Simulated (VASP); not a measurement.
Write the native input for VASP 6.6.1 that does the following.

- Task: single point
- Functional: PBEsol
- Potentials or basis: VASP PAW PBE potentials, release 64 (Zn)
- Cutoff: 520 eV
- k mesh: 16 × 16 × 16
- Occupations: fermi-dirac, width 0.1 eV
- Spin: no spin polarisation
- Dipole correction: no
- Further INCAR settings: ALGO = Normal; EDIFF = 1e-07; NBANDS = 12

The structure of Zn lies in POSCAR:

```
Zn
1.0
   -1.5493379420      1.5493379420      1.5493379420
    1.5493379420     -1.5493379420      1.5493379420
    1.5493379420      1.5493379420     -1.5493379420
Zn
1
Direct
    0.0000000000      0.0000000000      0.0000000000
```

This cell differs from its parent crystal: volume scaled by 1.04.

One way to write it, as run:

INCAR

```
SYSTEM = Zn
PREC = Accurate
ENCUT = 520
EDIFF = 1E-7
ISMEAR = -1
SIGMA = 0.1
LREAL = .FALSE.
LASPH = .TRUE.
NELM = 60
ALGO = Normal
ISIF = 2
LWAVE = .FALSE.
LCHARG = .FALSE.
GGA = PS
NBANDS = 12
```

KPOINTS

```
regular mesh
0
G
  16 16 16
  0 0 0
```

Potentials or basis: VASP PAW PBE potentials, release 64 (Zn).

The run is started by

```bash
$ cat potpaw_PBE.64/Zn/POTCAR > POTCAR
$ mpirun -np 1 vasp_std > vasp.out
```

It gave:

* Pressure: -2.4 GPa
* Band gap on the k mesh: zero (band 6 reaches 7.41 eV, above the bottom of band 7 at 2.26 eV)

Caveat: the PAW data sets were made with another functional, which shifts forces and pressure a little.

It took 31 s on 1 thread of Intel Xeon 8259CL (shared host), peak memory 0.14 GiB.
